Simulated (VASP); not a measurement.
# SiC (Imm2) in VASP: relaxation of the atoms with PBEsol

Aim: the relaxation of the atoms of SiC with PBEsol.

Everything below comes from runs of VASP 6.6.1. Logs are shortened: lines on timing, memory, paths and dates and some standing lists are left out, and cuts for length are marked.

## (1) The cell of the first run

Symmetry: Imm2, No. 44, orthorhombic system. The conventional cell has a = 3.050 Å, b = 3.080 Å, c = 4.380 Å, α = 90.00°, β = 90.00°, γ = 90.00°. Si (site symmetry mm2) has 4 C at 1.88 to 1.89 Å within 2.5 Å. C (site symmetry mm2) has 4 Si at 1.88 to 1.89 Å within 2.5 Å.

## (2) Relaxation of the atoms, PBEsol (strained cell)

INCAR

```
SYSTEM = SiC
ALGO     = Normal         ! electronic algorithm
EDIFF    = 1E-7           ! SCF threshold, eV
EDIFFG   = -0.002         ! ionic threshold
ENCUT    = 520            ! plane-wave cutoff, eV
GGA      = PS             ! functional
GGA_COMPAT= .False.      
IBRION   = 2              ! ionic algorithm
ISIF     = 2              ! what is computed and relaxed
ISMEAR   = 0              ! smearing method
LASPH    = .True.         ! aspherical terms in the spheres
LCHARG   = .False.        ! write CHGCAR
LREAL    = .False.        ! projectors in reciprocal space
LWAVE    = .False.        ! write WAVECAR
NELM     = 120            ! most SCF steps
NELMIN   = 4            
NSW      = 60             ! ionic steps
PREC     = Accurate       ! precision mode
SIGMA    = 0.02           ! smearing width, eV
```

KPOINTS

```
k-points
0
Gamma
  10 10 10
  0 0 0
```

POSCAR

```
SiC
1.0
   -0.0106404829      2.1673135415      2.1899509567
    2.1673135415     -0.0106404829      2.1899509567
    2.1566730586      2.1566730586      0.0000000000
Si C
1 1
Direct
   -0.0001606929     -0.0001606929      0.0001606929
    0.2501606929      0.2501606929      0.2498393071
```

Potentials or basis: VASP PAW PBE potentials, release 64 (Si, C).

On the command line:

```console
> cat potpaw_PBE.64/Si/POTCAR potpaw_PBE.64/C/POTCAR > POTCAR
> mpirun -np 1 vasp_std > vasp.out
```

OUTCAR:

```text
SYSTEM = SiC
   EDIFF = 1E-7
   EDIFFG = -0.002
   ENCUT = 520
   GGA = PS
   IBRION = 2
   ISIF = 2
   ISMEAR = 0
   LASPH = .True.
   LREAL = .False.
   NELM = 120
   NELMIN = 4
   NSW = 60
   PREC = Accurate

 ion  position               nearest neighbor table
   1  1.000  1.000  0.000-   2 1.88   2 1.88   2 1.89   2 1.89
   2  0.250  0.250  0.250-   1 1.88   1 1.88   1 1.89   1 1.89

  LATTYP: Found a body centered orthorhombic cell.
 ALAT       =     3.0499962891
 B/A-ratio  =     1.0098674974
 C/A-ratio  =     1.4360351614

  Lattice vectors:

 A1 = (  -2.1673135415,   0.0106404829,   2.1899509567)
 A2 = (   2.1673135415,  -0.0106404829,   2.1899509567)
 A3 = (  -0.0106404829,   2.1673135415,  -2.1899509567)

Analysis of symmetry for initial positions (statically):
=====================================================================
 Subroutine PRICEL returns:
 Original cell was already a primitive cell.

 Routine SETGRP: Setting up the symmetry group for a
 body centered orthorhombic supercell.

 Subroutine GETGRP returns: Found  4 space group operations
 (whereof  4 operations were pure point group operations)
 out of a pool of  8 trial point group operations.

The static configuration has the point symmetry C_2v.

Analysis of symmetry for dynamics (positions and initial velocities):
=====================================================================
 Subroutine PRICEL returns:
 Original cell was already a primitive cell.

 Routine SETGRP: Setting up the symmetry group for a
 body centered orthorhombic supercell.

 Subroutine GETGRP returns: Found  4 space group operations
 (whereof  4 operations were pure point group operations)
 out of a pool of  8 trial point group operations.

The dynamic configuration has the point symmetry C_2v.

 Subroutine INISYM returns: Found  4 space group operations
 (whereof  4 operations are pure point group operations),
 and found     1 'primitive' translations

----------------------------------------------------------------------------------------

                                     Primitive cell

  volume of cell :      20.5730

  direct lattice vectors                    reciprocal lattice vectors
    -0.010640483  2.167313541  2.189950957    -0.229573257  0.229573257  0.228315615
     2.167313541 -0.010640483  2.189950957     0.229573257 -0.229573257  0.228315615
     2.156673059  2.156673059  0.000000000     0.231838571  0.231838571 -0.228315615

  length of vectors
     3.081111228  3.081111228  3.049996289     0.396907774  0.396907774  0.399532560

  position of ions in fractional coordinates (direct lattice)
     0.999839307  0.999839307  0.000160693
     0.250160693  0.250160693  0.249839307

  ion indices of the primitive-cell ions
   primitive index   ion index
                 1           1
                 2           2

----------------------------------------------------------------------------------------

 KPOINTS: k-points

Automatic generation of k-mesh.
 Grid dimensions read from file:
 generate k-points for:   10   10   10

 Generating k-lattice:

  Cartesian coordinates                     Fractional coordinates (reciprocal lattice)
    -0.022957326  0.022957326  0.022831562     0.100000000  0.000000000  0.000000000
     0.022957326 -0.022957326  0.022831562     0.000000000  0.100000000  0.000000000
     0.023183857  0.023183857 -0.022831562     0.000000000  0.000000000  0.100000000

  Length of vectors
     0.039690777  0.039690777  0.039953256

  Shift w.r.t. Gamma in fractional coordinates (k-lattice)
     0.000000000  0.000000000  0.000000000

 Subroutine IBZKPT returns following result:
 ===========================================

 Found    171 irreducible k-points:

 Following reciprocal coordinates:
            Coordinates               Weight
  0.000000  0.000000  0.000000      1.000000
  0.100000  0.000000  0.000000      4.000000
  0.200000  0.000000  0.000000      4.000000
  0.300000  0.000000  0.000000      4.000000
  0.400000  0.000000  0.000000      4.000000
  0.500000  0.000000  0.000000      2.000000
[... 16 lines left out ...]
  0.300000  0.300000  0.000000      2.000000
  0.400000  0.300000  0.000000      4.000000
 [... further k-points ...]
   k-points           NKPTS =    171   k-points in BZ     NKDIM =    171   number of bands    NBANDS=      8
   number of dos      NEDOS =    301   number of ions     NIONS =      2
   total plane-waves  NPLWV =  13824
   dimension x,y,z NGX =    24 NGY =   24 NGZ =   24
   dimension x,y,z NGXF=    48 NGYF=   48 NGZF=   48
   ions per type =               1   1
   NGX,Y,Z   is equivalent  to a cutoff of  12.95, 12.95, 13.08 a.u.
   NGXF,Y,Z  is equivalent  to a cutoff of  25.90, 25.90, 26.16 a.u.
 SYSTEM =  SiC
   PREC   = accura    normal or accurate (medium, high low for compatibility)
   ISTART =      0    job   : 0-new  1-cont  2-samecut
   ICHARG =      2    charge: 1-file 2-atom 10-const
   ISPIN  =      1    spin polarized calculation?
   LNONCOLLINEAR =      F non collinear calculations
   LSORBIT =      F    spin-orbit coupling
   LASPH  =      T    aspherical Exc in radial PAW
   ENCUT  =  520.0 eV  38.22 Ry    6.18 a.u.   5.73  5.73  5.67*2*pi/ulx,y,z
   NELM   =    120;   NELMIN=  4; NELMDL= -5     # of ELM steps
   EDIFF  = 0.1E-06   stopping-criterion for ELM
   LREAL  =      F    real-space projection
   EDIFFG = -.2E-02   stopping-criterion for IOM
   NSW    =     60    number of steps for IOM
   IBRION =      2    ionic relax: 0-MD 1-quasi-New 2-CG
   NFREE  =      1    steps in history (QN), initial steepest desc. (CG)
   ISIF   =      2    stress and relaxation
   ISYM   =      2    0-nonsym 1-usesym 2-fastsym
   POTIM  = 0.5000    time-step for ionic-motion
   TEBEG  =    0.0;   TEEND  =   0.0 temperature during run
   PSTRESS=    0.0 pullay stress
   NELECT =       8.0000    total number of electrons
   NUPDOWN=      -1.0000    fix difference up-down
   EMIN   =  10.00;   EMAX   =-10.00  energy-range for DOS
   EFERMI =   0.00;   METHOD = LEGACY
   ISMEAR =     0;   SIGMA  =   0.02  broadening in eV -4-tet -1-fermi 0-gaus
   EFERMI_NEDOS =   21; number of points for ismear=-14 and -15
   IALGO  =     38    algorithm
   IMIX   =      4    mixing-type and parameters
     AMIX     =   0.40;   BMIX     =  1.00
     AMIX_MAG =   1.60;   BMIX_MAG =  1.00
  volume/ion in A,a.u.               =      10.29        69.42
  Fermi-wavevector in a.u.,A,eV,Ry     =   1.194921  2.258072 19.426876  1.427835
  Thomas-Fermi vector in A             =   2.330899
   LORBIT       =      0    0 simple, 1 ext, 2 COOP (PROOUT), +10 PAW based schemes
   GGA     = PS    functional components
   LHFCALC =     F    Hartree Fock is set to
   AEXX    =    0.0000 exact exchange contribution
   IVDW    =     0    specifies the selected vdW correction
   LEPSILON=     F    determine dielectric tensor
   LRPA    =     F    only Hartree local field effects (RPA)
 conjugate gradient relaxation of ions
 non-spin polarized calculation
 Gauss-broadening in eV      SIGMA  =   0.02
  energy-cutoff  :      520.00
  volume of cell :       20.57
 maximum number of plane-waves:       564
   NGX = 11   NGY = 11   NGZ = 11

--------------------------------------- Ionic step        1  -------------------------------------------

 number of electron       8.0000001 magnetization

 Free energy of the ion-electron system (eV)
  ---------------------------------------------------
  ext. energy  EPLUGINS =         0.00000000
  ---------------------------------------------------
  free energy    TOTEN  =       -15.91153259 eV

  energy without entropy =      -15.91153259  energy(sigma->0) =      -15.91153259

------------------------ aborting loop because EDIFF is reached ----------------------------------------

  FORCE on cell =-STRESS in cart. coord.  units (eV):
  Direction    XX          YY          ZZ          XY          YZ          ZX
  --------------------------------------------------------------------------------------
  -------------------------------------------------------------------------------------
  Total        0.3048783      0.3048783     -0.0421195      0.3413223      0.0000000      0.0000000
  in kB       23.7432258     23.7432258     -3.2801684     26.5814018      0.0000000      0.0000000
  external PRESSURE =      14.7354277 kB  Pullay stress =       0.0000000 kB
[... 57 lines left out ...]
  energy  without entropy=      -15.9115527966  energy(sigma->0) =      -15.91155280

--------------------------------------- Ionic step        3  -------------------------------------------

 number of electron       8.0000001 magnetization

 Free energy of the ion-electron system (eV)
  ---------------------------------------------------
  ext. energy  EPLUGINS =         0.00000000
  ---------------------------------------------------
  free energy    TOTEN  =       -15.91162346 eV

  energy without entropy =      -15.91162346  energy(sigma->0) =      -15.91162346

 E-fermi :   8.3355     XC(G=0): -11.5299

 val. band max:        8.1984169385   @ k =   0.0000   0.0000   0.0000
 cond. band min:       9.3190112313   @ k =   0.5000  -0.0000   0.5000
 fundamental gap:      1.1205942929
 Fermi energy:         8.3354672744

 k-point     1 :       0.0000    0.0000    0.0000
  band No.  band energies     occupation
      1      -7.3480      2.00000
      2       8.0735      2.00000
      3       8.0946      2.00000
      4       8.1984      2.00000
      5      14.3527      0.00000
      6      15.2894      0.00000
      7      15.4450      0.00000
      8      15.5031      0.00000
[... 243 lines left out ...]
 k-point    24 :       0.4000    0.3000    0.0000
  band No.  band energies     occupation
      1      -4.2114      2.00000
      2       2.4574      2.00000
      3       4.8988      2.00000
      4       5.6199      2.00000
      5      10.9485      0.00000
      6      13.7282      0.00000
      7      19.7020      0.00000
      8      20.0955      0.00000

 [... further k-points ...]

------------------------ aborting loop because EDIFF is reached ----------------------------------------

  FORCE on cell =-STRESS in cart. coord.  units (eV):
  Direction    XX          YY          ZZ          XY          YZ          ZX
  --------------------------------------------------------------------------------------
  -------------------------------------------------------------------------------------
  Total        0.3036312      0.3036312     -0.0436187      0.3143450      0.0000000      0.0000000
  in kB       23.6461012     23.6461012     -3.3969273     24.4804695      0.0000000      0.0000000
  external PRESSURE =      14.6317584 kB  Pullay stress =       0.0000000 kB
[... 17 lines left out ...]
  FREE ENERGIE OF THE ION-ELECTRON SYSTEM (eV)
  ---------------------------------------------------
  free  energy   TOTEN  =       -15.9116234598 eV

  energy  without entropy=      -15.9116234598  energy(sigma->0) =      -15.91162346

 reached required accuracy - stopping structural energy minimisation
```

Wall time 56 s (1 thread of Oxide Virtual Turin-like, shared host); peak memory 0.12 GiB.

What came out:

```
Free energy               : -15.9116 eV
Energy gained by relaxing : 0.0 meV/atom
Ionic steps               : 3
Pressure after relaxing   : 1.5 GPa
Band gap on the k mesh    : 1.12 eV (least direct gap 4.34 eV)
```

Final structure:
```
Si C
1.0
    -0.01064    2.16731    2.18995
     2.16731   -0.01064    2.18995
     2.15667    2.15667    0.00000
Si C
1 1
Direct
  0.99949 0.99949 0.00051
  0.25051 0.25051 0.24949
```

Caveat: the cell differs from its parent crystal (strained cell); the PAW data sets were made with another functional, which shifts forces and pressure a little. A k mesh can miss the band edges.
